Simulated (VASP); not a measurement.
Here is a VASP 6.6.1 calculation.

Contents of POSCAR:

```
InO
1.0
    3.3979006105      0.0000000000      0.0000000000
   -1.6989503053      2.9426682482      0.0000000000
    0.0000000000      0.0000000000     16.4020216013
In O
2 2
Direct
    0.6666666667      0.3333333333      0.5900210000
    0.6666666667      0.3333333333      0.4099790000
    0.0000000000      0.0000000000      0.6398670000
    0.0000000000      0.0000000000      0.3601330000
```

INCAR.step1

```
ALGO     = Normal         # electronic algorithm
EDIFF    = 1E-4           # SCF threshold, eV
ENCUT    = 520            # plane-wave cutoff, eV
GGA      = PE             # functional
ISMEAR   = 0              # smearing method
LASPH    = True           # aspherical terms in the spheres
LCHARG   = False          # write CHGCAR
LREAL    = False          # projectors in reciprocal space
LWAVE    = True           # write WAVECAR
NBANDS   = 27             # bands
NELM     = 60             # most SCF steps
PREC     = Accurate       # precision mode
SIGMA    = 0.05           # smearing width, eV
```

INCAR.step2

```
ALGO     = Normal         # electronic algorithm
EDIFF    = 1E-6           # SCF threshold, eV
ENCUT    = 520            # plane-wave cutoff, eV
ISIF     = 2              # what is computed and relaxed
ISMEAR   = 0              # smearing method
ISTART   = 1            
LASPH    = True           # aspherical terms in the spheres
LCHARG   = True           # write CHGCAR
LELF     = True           # ELF
LMIXTAU  = True         
LREAL    = False          # projectors in reciprocal space
LVHAR    = True         
LWAVE    = False          # write WAVECAR
METAGGA  = R2SCAN         # meta-GGA
NBANDS   = 27             # bands
NELM     = 60             # most SCF steps
PREC     = Accurate       # precision mode
SIGMA    = 0.05           # smearing width, eV
```

File KPOINTS:

```
k-points
0
Gamma
  12 12 2
```

Potentials or basis: VASP PAW PBE potentials, release 64 (In_d, O).

Command:

```bash
$ cat potpaw_PBE.64/In_d/POTCAR potpaw_PBE.64/O/POTCAR > POTCAR
$ cp INCAR.step1 INCAR
$ mpirun -np 1 vasp_std > vasp.out
$ cp INCAR.step2 INCAR
$ mpirun -np 1 vasp_std > vasp.out
```

Q: Estimate the largest force.

A: 0.296 eV/Å.

Q: Estimate the band gap on the k mesh.

A: 0.55 eV, indirect (least direct gap 1.51 eV).

Forces on the atoms (eV/Å):
```
In   0.000  0.000 -0.240
In   0.000  0.000  0.240
O    0.000  0.000 -0.296
O    0.000  0.000  0.296
```

Caveat: the PAW data sets were made with another functional, which shifts forces and pressure a little; spin-orbit coupling is left out, which moves the levels of the heavy elements.
